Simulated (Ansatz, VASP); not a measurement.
# One calculation of ZnS, two programs

```xyz
6
Lattice="6.0780 0.0000 0.0000 -3.0390 5.2637 0.0000 0.0000 0.0000 3.6915" Properties=species:S:1:pos:R:3 pbc="T T T"
Zn    3.7331    0.0000    2.4610
Zn   -1.8665    3.2329    1.2305
Zn    1.1725    2.0308    0.0000
S     2.2309    0.0000    0.6153
S    -1.1155    1.9320    3.0763
S     1.9235    3.3317    1.8458
```

Alike in both runs: functional PBE; k mesh 6 × 6 × 6; occupations gaussian, width 0.1 eV; no spin polarisation.

Ansatz relaxed the structure, and its values are those at the end. VASP's run is a single point on that final structure, the one shown.

|  | VASP | Ansatz |
| --- | --- | --- |
| version | VASP 6.6.1 | Ansatz 0.2.0 |
| potentials or method | VASP PAW PBE potentials, release 64 (Zn, S), cutoff 520 eV | scalar-relativistic, plane waves, PAW |
| valence electrons in the cell | 54 | 54 |

```csv
,VASP,Ansatz,Ansatz less VASP
gap on the k mesh at the Fermi level (eV),1.91,1.91,0.000
least direct gap on the mesh (eV),1.91,1.91,0.000
pressure (GPa),0.3,0.1,-0.16
rms of the force components (eV/Å),0.014,0.013,-0.0018
```

The functional is the same, so the differences come from potentials, cutoffs and numerics.
